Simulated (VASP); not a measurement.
# HfSnO4: relaxation of cell and atoms with PBE

The system is HfSnO4.

```
Hf Sn O
1.0
     3.42890   -3.45542    0.00000
     3.42890    3.45542    0.00000
     0.00000    0.00000    3.22738
Hf Sn O
1 1 4
Direct
  0.00000 0.00000 0.00000
  0.50000 0.50000 0.50000
  0.30567 0.69433 0.00000
  0.19436 0.19436 0.50000
  0.80564 0.80564 0.50000
  0.69433 0.30567 0.00000
```

- Program: VASP 6.6.1
- Task: relaxation of cell and atoms
- Functional: PBE
- Potentials or basis: VASP PAW PBE potentials, release 64 (Hf_pv, Sn_d, O)
- Cutoff: 600 eV
- k mesh: 6 × 6 × 8
- Occupations: gaussian, width 0.02 eV
- Spin: no spin polarisation
- Dipole correction: no
- Further INCAR settings: ALGO = Normal; EDIFF = 1e-06; IBRION = 2; EDIFFG = -0.01; NSW = 100; ISIF = 3

The relaxed volume is 12.67 Å³/atom, the relaxed cell is a = 4.858 Å, b = 4.858 Å, c = 3.221 Å, α = 90.00°, β = 90.00°, γ = 90.40° and the space group after relaxing (to 0.1 Å) is Cmmm (No. 65). The energy gained by relaxing is 0.7 meV/atom, the ionic steps are 5 and the pressure after relaxing is 0.0 GPa. The largest force after relaxing is 0.003 eV/Å and the band gap on the k mesh is 2.16 eV.

Forces on the atoms (eV/Å):
```
Hf   0.000  0.000  0.000
Sn   0.000  0.000  0.000
O    0.000  0.001  0.000
O    0.003  0.000  0.000
O   -0.003  0.000  0.000
O    0.000 -0.001  0.000
```

Stress tensor (GPa, compression positive):
```
-0.08  0.00  0.00
 0.00  0.06  0.00
 0.00  0.00  0.05
```

The path:
```tsv
step	energy change (eV)	largest force (eV/Å)	pressure (GPa)	volume (Å³)
1	0.0000	0.2270	-1.34	76.48
2	0.0018	0.2250	2.12	75.31
3	-0.0043	0.0618	0.21	75.94
4	-0.0044	0.0294	-0.12	76.06
5	-0.0045	0.0031	0.01	76.02
```

Final structure:
```xyz
6
Lattice="3.4230 -3.4470 0.0000 3.4230 3.4470 0.0000 0.0000 0.0000 3.2214" Properties=species:S:1:pos:R:3 pbc="T T T"
Hf    0.0000    0.0000    0.0000
Sn    3.4230    0.0000    1.6107
O     3.4230    1.3459    0.0000
O     1.3247    0.0000    1.6107
O     5.5214    0.0000    1.6107
O     3.4230   -1.3459    0.0000
```

Levels at points of the mesh, in eV from the valence-band top:
```csv
k point,band 20,band 21,band 22,band 23,band 24,band 25,band 26,band 27,band 28
"(0.00, 0.00, 0.00)",-1.45,-0.99,-0.68,-0.64,0.00,2.16,4.42,6.03,6.35
"(0.50, 0.00, 0.00)",-1.42,-1.32,-0.99,-0.78,-0.56,4.30,4.34,5.66,5.72
"(0.50, 0.50, 0.00)",-1.54,-1.53,-1.27,-1.20,-0.85,2.86,4.83,6.06,6.55
"(0.00, 0.00, 0.50)",-1.99,-1.98,-1.54,-1.03,-0.78,5.50,5.62,5.83,5.92
"(0.50, 0.00, 0.50)",-1.95,-1.42,-1.32,-1.04,-0.91,4.44,5.08,6.26,6.83
"(0.50, 0.50, 0.50)",-1.24,-1.02,-1.00,-0.82,-0.48,5.05,5.07,5.27,6.27
```

Wall time 14 min on 1 thread of Intel Xeon 8259CL (shared host), peak memory 0.34 GiB.

Caveat: spin-orbit coupling is left out, which moves the levels of the heavy elements. A k mesh can miss the band edges.
